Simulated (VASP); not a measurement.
Input of a VASP 6.6.1 run:

File INCAR:

```
PREC = Accurate
ENCUT = 520
EDIFF = 1E-7
ISMEAR = -1
SIGMA = 0.05
LREAL = F
LASPH = T
NELM = 60
ALGO = Fast
ISIF = 2
LWAVE = F
LCHARG = F
GGA = RE
IVDW = 12
NBANDS = 8
```

Contents of KPOINTS:

```
Automatic mesh
0
Gamma
  11 11 11
```

File POSCAR:

```
Li
1.0
   -1.7662705373      1.7662705373      1.7662705373
    1.7662705373     -1.7662705373      1.7662705373
    1.7662705373      1.7662705373     -1.7662705373
Li
1
Direct
    0.0000000000      0.0000000000      0.0000000000
```

Potentials or basis: VASP PAW PBE potentials, release 64 (Li_sv).

Command:

```sh
$ cat potpaw_PBE.64/Li_sv/POTCAR > POTCAR
$ mpirun -np 1 vasp_std > vasp.out
```

Estimate the dispersion energy per atom.

-0.304 eV.
